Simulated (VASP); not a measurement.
# Cd3Sn (Pm-3n) in VASP: single point with PBE

Aim: the single point of Cd3Sn with PBE.

All numbers are computed with VASP 6.6.1; they aren't measurements. Logs are shortened: lines on timing, memory, paths and dates and some standing lists are left out, and cuts for length are marked.

### 1 The cell of the first run

Symmetry: Pm-3n, No. 223, cubic system. Conventional cell: a = 5.655 Å, b = 5.655 Å, c = 5.655 Å, α = 90.00°, β = 90.00°, γ = 90.00°. Sn (site symmetry m-3) has 12 Cd at 3.16 Å within 4.2 Å. Cd (site symmetry -4m2) has 10 Cd at 2.83 to 3.46 Å and 4 Sn at 3.16 Å within 3.7 Å.

### 2 Single point, PBE

Contents of INCAR:

```
SYSTEM = Cd3Sn
ALGO = Normal ; EDIFF = 1E-6
ENCUT = 500 ; GGA = PE
GGA_COMPAT = .FALSE. ; ISIF = 2
ISMEAR = -1 ; LASPH = .TRUE.
LCHARG = .FALSE. ; LREAL = .FALSE.
LWAVE = .FALSE. ; NBANDS = 60
NELM = 120 ; PREC = Accurate
SIGMA = 0.0106
```

Contents of KPOINTS:

```
k-points
0
G
  6 6 6
  0 0 0
```

Contents of POSCAR:

```
Cd3Sn
1.0
    5.6551160000      0.0000000000      0.0000000000
    0.0000000000      5.6551160000      0.0000000000
    0.0000000000      0.0000000000      5.6551160000
Sn Cd
2 6
Direct
    0.0000000000      0.0000000000      0.0000000000
    0.5000000000      0.5000000000      0.5000000000
    0.2500000000      0.0000000000      0.5000000000
    0.5000000000      0.7500000000      0.0000000000
    0.7500000000      0.0000000000      0.5000000000
    0.5000000000      0.2500000000      0.0000000000
    0.0000000000      0.5000000000      0.7500000000
    0.0000000000      0.5000000000      0.2500000000
```

Potentials or basis: VASP PAW PBE potentials, release 64 (Sn_d, Cd).

Launch:

```bash
$ cat potpaw_PBE.64/Sn_d/POTCAR potpaw_PBE.64/Cd/POTCAR > POTCAR
$ mpirun -np 1 vasp_std > vasp.out
```

OUTCAR:

```text
SYSTEM = Cd3Sn
   EDIFF = 1E-6
   ENCUT = 500
   GGA = PE
   ISIF = 2
   ISMEAR = -1
   LASPH = .TRUE.
   LREAL = .FALSE.
   NELM = 120
   PREC = Accurate

 ion  position               nearest neighbor table
   1  0.000  0.000  0.000-   3 3.16   4 3.16   5 3.16   6 3.16   7 3.16   8 3.16   3 3.16   5 3.16
                             7 3.16   8 3.16   4 3.16   6 3.16
   2  0.500  0.500  0.500-   3 3.16   4 3.16   5 3.16   6 3.16   7 3.16   8 3.16   4 3.16   6 3.16
                             3 3.16   5 3.16   7 3.16   8 3.16
   3  0.250  0.000  0.500-   5 2.83   5 2.83   1 3.16   1 3.16   2 3.16   2 3.16   8 3.46   4 3.46
                             4 3.46   6 3.46   6 3.46   7 3.46   8 3.46   7 3.46
   4  0.500  0.750  0.000-   6 2.83   6 2.83   1 3.16   2 3.16   2 3.16   1 3.16   8 3.46   5 3.46
                             3 3.46   5 3.46   3 3.46   7 3.46   7 3.46   8 3.46
   5  0.750  0.000  0.500-   3 2.83   3 2.83   1 3.16   1 3.16   2 3.16   2 3.16   8 3.46   4 3.46
                             4 3.46   6 3.46   6 3.46   7 3.46   8 3.46   7 3.46
   6  0.500  0.250  0.000-   4 2.83   4 2.83   1 3.16   2 3.16   2 3.16   1 3.16   8 3.46   3 3.46
                             3 3.46   5 3.46   5 3.46   7 3.46   7 3.46   8 3.46
   7  0.000  0.500  0.750-   8 2.83   8 2.83   1 3.16   2 3.16   1 3.16   2 3.16   3 3.46   4 3.46
                             5 3.46   3 3.46   5 3.46   6 3.46   4 3.46   6 3.46
   8  0.000  0.500  0.250-   7 2.83   7 2.83   1 3.16   2 3.16   1 3.16   2 3.16   3 3.46   4 3.46
                             5 3.46   3 3.46   5 3.46   6 3.46   4 3.46   6 3.46

  LATTYP: Found a simple cubic cell.
 ALAT       =     5.6551160000

  Lattice vectors:

 A1 = (   5.6551160000,   0.0000000000,   0.0000000000)
 A2 = (   0.0000000000,   5.6551160000,   0.0000000000)
 A3 = (   0.0000000000,   0.0000000000,   5.6551160000)

Analysis of symmetry for initial positions (statically):
=====================================================================
 Subroutine PRICEL returns:
 Original cell was already a primitive cell.

 Routine SETGRP: Setting up the symmetry group for a
 simple cubic supercell.

 Subroutine GETGRP returns: Found 48 space group operations
 (whereof 24 operations were pure point group operations)
 out of a pool of 48 trial point group operations.

The static configuration has the point symmetry T_h .
 The point group associated with its full space group is O_h .

Analysis of symmetry for dynamics (positions and initial velocities):
=====================================================================
 Subroutine PRICEL returns:
 Original cell was already a primitive cell.

 Routine SETGRP: Setting up the symmetry group for a
 simple cubic supercell.
[... 123 lines left out ...]
   PSTRESS=    0.0 pullay stress
   NELECT =     100.0000    total number of electrons
   NUPDOWN=      -1.0000    fix difference up-down
   EMIN   =  10.00;   EMAX   =-10.00  energy-range for DOS
   EFERMI =   0.00;   METHOD = LEGACY
   ISMEAR =    -1;   SIGMA  =   0.01  broadening in eV -4-tet -1-fermi 0-gaus
   EFERMI_NEDOS =   21; number of points for ismear=-14 and -15
   IALGO  =     38    algorithm
   IMIX   =      4    mixing-type and parameters
     AMIX     =   0.40;   BMIX     =  1.00
     AMIX_MAG =   1.60;   BMIX_MAG =  1.00
  volume/ion in A,a.u.               =      22.61       152.56
  Fermi-wavevector in a.u.,A,eV,Ry     =   1.343693  2.539211 24.565458  1.805510
  Thomas-Fermi vector in A             =   2.471746
   LORBIT       =      0    0 simple, 1 ext, 2 COOP (PROOUT), +10 PAW based schemes
   GGA     = PE    functional components
   LHFCALC =     F    Hartree Fock is set to
   AEXX    =    0.0000 exact exchange contribution
   IVDW    =     0    specifies the selected vdW correction
   LEPSILON=     F    determine dielectric tensor
   LRPA    =     F    only Hartree local field effects (RPA)
 non-spin polarized calculation
  energy-cutoff  :      500.00
  volume of cell :      180.85
 maximum number of plane-waves:      4636
 NGX is ok and might be reduce to    42
   NGX = 21   NGY = 21   NGZ = 21

 number of electron     100.0000000 magnetization

 number of electron      99.9999972 magnetization

 Free energy of the ion-electron system (eV)
  ---------------------------------------------------
  ext. energy  EPLUGINS =         0.00000000
  ---------------------------------------------------
  free energy    TOTEN  =       -11.30615405 eV

  energy without entropy =      -11.30271088  energy(sigma->0) =      -11.30443246

 E-fermi :   4.7356     XC(G=0): -10.9080

 val. band max:        4.7253781041   @ k =   0.3333   0.3333   0.1667
 cond. band min:       4.7371892165   @ k =   0.5000   0.5000   0.0000
 fundamental gap:      0.0118111124
 Fermi energy:         4.7355926968

 k-point     1 :       0.0000    0.0000    0.0000
  band No.  band energies     occupation
      1     -16.8084      2.00000
      2     -16.8084      2.00000
      3     -16.8061      2.00000
      4     -16.8061      2.00000
      5     -16.8048      2.00000
      6     -16.8048      2.00000
[... 1249 lines left out ...]
     59       9.9945      0.00000
     60       9.9945      0.00000

------------------------ aborting loop because EDIFF is reached ----------------------------------------

  FORCE on cell =-STRESS in cart. coord.  units (eV):
  Direction    XX          YY          ZZ          XY          YZ          ZX
  --------------------------------------------------------------------------------------
  -------------------------------------------------------------------------------------
  Total        6.8937812      6.8937812      6.8937812      0.0000000      0.0000000     -0.0000000
  in kB       61.0721940     61.0721940     61.0721940      0.0000000      0.0000000     -0.0000000
  external PRESSURE =      61.0721940 kB  Pullay stress =       0.0000000 kB

 VOLUME and BASIS-vectors are now :
 -----------------------------------------------------------------------------
  energy-cutoff  :      500.00
  volume of cell :      180.85
      direct lattice vectors                 reciprocal lattice vectors
     5.655116000  0.000000000  0.000000000     0.176831032  0.000000000  0.000000000
     0.000000000  5.655116000  0.000000000     0.000000000  0.176831032  0.000000000
     0.000000000  0.000000000  5.655116000     0.000000000  0.000000000  0.176831032

 POSITION                                       TOTAL-FORCE (eV/Angst)
 -----------------------------------------------------------------------------------
      0.00000      0.00000      0.00000         0.000000     -0.000000     -0.000000
      2.82756      2.82756      2.82756         0.000000     -0.000000     -0.000000
      1.41378      0.00000      2.82756         0.000000      0.000000      0.000000
      2.82756      4.24134      0.00000         0.000000      0.000000     -0.000000
      4.24134      0.00000      2.82756        -0.000000     -0.000000     -0.000000
      2.82756      1.41378      0.00000        -0.000000     -0.000000      0.000000
      0.00000      2.82756      4.24134         0.000000     -0.000000      0.000000
      0.00000      2.82756      1.41378         0.000000      0.000000     -0.000000
 -----------------------------------------------------------------------------------
    total drift:                                0.000000     -0.000000     -0.000000

  FREE ENERGIE OF THE ION-ELECTRON SYSTEM (eV)
  ---------------------------------------------------
  free  energy   TOTEN  =       -11.3061540453 eV

  energy  without entropy=      -11.3027108840  energy(sigma->0) =      -11.30443246
```

OSZICAR:

```text
N       E                     dE             d eps       ncg     rms          rms(c)
DAV:   1     0.113270836680E+04    0.11327E+04   -0.47441E+04  2688   0.209E+03
DAV:   2     0.127686845129E+03   -0.10050E+04   -0.97347E+03  2408   0.633E+02
DAV:   3    -0.563170723265E+01   -0.13332E+03   -0.13043E+03  2504   0.193E+02
DAV:   4    -0.118424375780E+02   -0.62107E+01   -0.61732E+01  2744   0.428E+01
DAV:   5    -0.119893261149E+02   -0.14689E+00   -0.14683E+00  3164   0.680E+00    0.885E+00
DAV:   6    -0.113395355822E+02    0.64979E+00   -0.17360E+00  2780   0.904E+00    0.745E+00
DAV:   7    -0.113094166878E+02    0.30119E-01   -0.36517E-01  2600   0.232E+00    0.363E+00
DAV:   8    -0.113066728276E+02    0.27439E-02   -0.52715E-02  2680   0.193E+00    0.378E-01
DAV:   9    -0.113060735900E+02    0.59924E-03   -0.73568E-03  2628   0.642E-01    0.120E-01
DAV:  10    -0.113061543385E+02   -0.80749E-04   -0.10093E-03  2640   0.210E-01    0.476E-02
DAV:  11    -0.113061569676E+02   -0.26291E-05   -0.42535E-05  3184   0.317E-02    0.393E-02
DAV:  12    -0.113061573771E+02   -0.40948E-06   -0.52721E-05  2724   0.620E-02    0.226E-02
DAV:  13    -0.113061547294E+02    0.26477E-05   -0.93621E-06  2316   0.240E-02    0.497E-03
DAV:  14    -0.113061540453E+02    0.68415E-06   -0.51232E-07  1276   0.463E-03
   1 F= -.11306154E+02 E0= -.11304432E+02  d E =-.344316E-02
```

Wall time 3.8 min (1 thread of Intel Xeon 8259CL, shared host); peak memory 0.35 GiB.

What came out:

```yaml
Free_energy: -11.3062 eV
Pressure: 6.1 GPa
Band_gap_on_the_k_mesh: zero (bands 50 and 51 overlap by 4.25 eV)
```

Caveat: the cell stands under pressure; spin-orbit coupling is left out, which moves the levels of the heavy elements.
